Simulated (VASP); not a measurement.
Input of a VASP 6.6.1 run:

INCAR

```
SYSTEM = In3Se
ALGO = Normal
EDIFF = 1E-6
ENCUT = 520
GGA = PE
ISIF = 2
ISMEAR = 0
IVDW = 12
LASPH = .TRUE.
LCHARG = .FALSE.
LREAL = .FALSE.
LWAVE = .FALSE.
NBANDS = 30
NELM = 80
PREC = Accurate
SIGMA = 0.15
```

The input KPOINTS:

```
k-points
0
G
  10 10 10
  0 0 0
```

POSCAR

```
In3Se
1.0
    4.7008968791      0.0000000000      0.0000000000
    0.0000000000      4.7008968791      0.0293806055
    0.0000000000      0.0293806055      4.7008968791
In Se
3 1
Direct
    0.0000000000      0.5000000000      0.5000000000
    0.5000000000      0.0000000000      0.5000000000
    0.5000000000      0.5000000000      0.0000000000
    0.0000000000      0.0000000000      0.0000000000
```

Potentials or basis: VASP PAW PBE potentials, release 64 (In_d, Se).

Command:

```console
$ cat potpaw_PBE.64/In_d/POTCAR potpaw_PBE.64/Se/POTCAR > POTCAR
$ mpirun -np 1 vasp_std > vasp.out
```

Task: What does it give for the band gap on the k mesh?

Result: Zero (an odd number of electrons rules out a gap without spin polarisation).

Task: Estimate the dispersion energy per atom.

Result: -0.340 eV.

Task: What does it give for the pressure?

Result: 0.0 GPa.

Stress tensor (GPa, compression positive):
```
 0.01  0.00  0.00
 0.00  0.03 -0.11
 0.00 -0.11  0.03
```

Caveat: the cell differs from its parent crystal (strain +0.0125 x Voigt [0, 0, 0, 1, 0, 0]); spin-orbit coupling is left out, which moves the levels of the heavy elements.
